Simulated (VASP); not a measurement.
# NaCl: single point with PBEsol+D3(BJ)

NaCl:

```xyz
2
Lattice="0.0000 2.8027 2.8027 2.8027 0.0000 2.8027 2.8027 2.8027 0.0000" Properties=species:S:1:pos:R:3 pbc="T T T"
Na    0.0000    0.0000    0.0000
Cl    2.8027    2.8027    2.8027
```

```
Program             : VASP 6.6.1
Task                : single point
Functional          : PBEsol
Dispersion          : D3(BJ)
Potentials or basis : VASP PAW PBE potentials, release 64 (Na_pv, Cl)
Cutoff              : 500 eV
k mesh              : 6 × 6 × 6
Occupations         : gaussian, width 0.01 eV
Spin                : no spin polarisation
```

```yaml
Pressure: -1.5 GPa
Band_gap_on_the_k_mesh: 5.00 eV
Dispersion_energy_per_atom: -0.195 eV
```

Levels at points of the mesh, in eV from the valence-band top:
```csv
k point,band 5,band 6,band 7,band 8,band 9,band 10
"(0.00, 0.00, 0.00)",0.00,0.00,0.00,5.00,11.01,11.01
"(0.50, 0.00, 0.00)",-2.03,-0.28,-0.28,7.11,10.65,10.91
"(0.50, 0.50, 0.00)",-1.75,-0.63,-0.63,7.49,7.87,11.26
```

Wall time 18 s on 1 thread of Intel(R) Xeon(R) Platinum 8259CL CPU @ 2.50GHz (Skylake/Cascade Lake) (shared host), peak memory 0.16 GiB.

Caveat: the PAW data sets were made with another functional, which shifts forces and pressure a little.
